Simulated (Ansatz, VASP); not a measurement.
One calculation of KTaO3, two programs

Contents of INCAR:

```
ALGO = Normal
EDIFF = 1E-7
ENCUT = 520
GGA = PS
ISIF = 2
ISMEAR = 0
LASPH = True
LCHARG = False
LREAL = False
LWAVE = False
NBANDS = 27
NELM = 100
PREC = Accurate
SIGMA = 0.05
```

KPOINTS

```
k-points
0
Gamma
  8 8 8
```

Contents of POSCAR:

```
KTaO3
1.0
    4.5831618048      0.0000000000      0.0000000000
    0.0000000000      3.9853580911      0.0000000000
    0.0000000000      0.0000000000      4.2045527861
K Ta O
1 1 3
Direct
    0.5000000000      0.5000000000      0.5000000000
    0.0000000000      0.0000000000      0.0000000000
    0.5000000000      0.0000000000      0.0000000000
    0.0000000000      0.5000000000      0.0000000000
    0.0000000000      0.0000000000      0.5000000000
```

Input for Ansatz:

```yaml
crystal:
  lattice:
    - [4.5831618048, 0.0, 0.0]
    - [0.0, 3.9853580911, 0.0]
    - [0.0, 0.0, 4.2045527861]
  atoms:
    - { symbol: K, position: [0.5, 0.5, 0.5] }
    - { symbol: Ta, position: [0.0, 0.0, 0.0] }
    - { symbol: O, position: [0.5, 0.0, 0.0] }
    - { symbol: O, position: [0.0, 0.5, 0.0] }
    - { symbol: O, position: [0.0, 0.0, 0.5] }
basis:
  ecutwfc: 520.0
kpoints:
  mp_grid: { grid: [8, 8, 8] }
hamiltonian:
  xc: pbesol
  pseudopotentials: { kind: paw }
scf:
  occupations: { method: gaussian, width: 0.05 }
output:
  forces: true
  stress: true
  eigenvalues: true
```

Change from the starting cell: normal strain along x +0.1500, normal strain along z +0.0550.

Alike in both runs: task single point; functional PBEsol; k mesh 8 × 8 × 8; occupations gaussian, width 0.05 eV; no spin polarisation.

|  | VASP | Ansatz |
| --- | --- | --- |
| version | VASP 6.6.1 | Ansatz 0.2.0 |
| potentials or method | VASP PAW PBE potentials, release 64 (K_sv, Ta_pv, O), cutoff 520 eV | scalar-relativistic, plane waves, PAW |
| valence electrons in the cell | 38 | 40 |

|  | VASP | Ansatz | Ansatz less VASP |
| --- | --- | --- | --- |
| gap on the k mesh at the Fermi level (eV) | 1.45 | 1.48 | +0.031 |
| least direct gap on the mesh (eV) | 1.77 | 1.80 | +0.030 |
| pressure (GPa) | -21.7 | -22.0 | -0.29 |
| traceless stress, the component that is largest in VASP (GPa) | 11.69 | 11.50 | -0.190 |

VASP's potentials were made for PBE, not for PBEsol. VASP's potentials hold 38 valence electrons a cell and Ansatz's 40, so a difference there can come from the potentials and not from the codes.

Spin-orbit coupling is off throughout.
